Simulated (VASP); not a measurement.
Wanted: the native input for a VASP 6.6.1 run.

```yaml
Task: single point
Functional: PBE
Potentials_or_basis: VASP PAW PBE potentials, release 64 (Li_sv, S)
Cutoff: 520 eV
k_mesh: 8 × 8 × 2
Occupations: gaussian, width 0.1 eV
Spin: no spin polarisation
Dipole_correction: no
Further_INCAR_settings: ALGO = Normal; EDIFF = 1e-06; NBANDS = 24
```

The structure of LiS2 lies in POSCAR:

```
LiS2
1.0
    4.0387325240     -0.0042555556     -0.4720135025
    0.0031827919      2.8611148825     -0.0022073652
   -1.6476168219      0.0062702337      9.4557682168
Li S
2 4
Direct
    0.0669724534      0.6668463093      0.6110247052
    0.4336158417      0.1664221162      0.3890453820
    1.0785361739     -0.3334652166     -0.0588334799
    0.4204292862      0.1664521388      0.0588412041
   -0.1042418263      0.6663940277      0.3341443271
    0.6046880712      0.1673506246      0.6657778615
```

These files were run (other wordings do the same):

INCAR

```
PREC = Accurate
ENCUT = 520
EDIFF = 1E-6
ISMEAR = 0
SIGMA = 0.1
LREAL = False
LASPH = True
NELM = 100
ALGO = Normal
ISIF = 2
LWAVE = False
LCHARG = True
GGA = PE
LELF = True
LVHAR = True
NBANDS = 24
```

KPOINTS

```
regular mesh
0
Gamma
  8 8 2
```

Potentials or basis: VASP PAW PBE potentials, release 64 (Li_sv, S).

Run with:

```bash
$ cat potpaw_PBE.64/Li_sv/POTCAR potpaw_PBE.64/S/POTCAR > POTCAR
$ mpirun -np 1 vasp_std > vasp.out
```

Results of the run:

The largest force is 0.178 eV/Å. The band gap on the k mesh is zero (bands 15 and 16 overlap by 3.08 eV).

It took 71 s on 1 thread of Intel(R) Xeon(R) 6975P-C (Granite Rapids), on a shared host, peak memory 0.28 GiB.
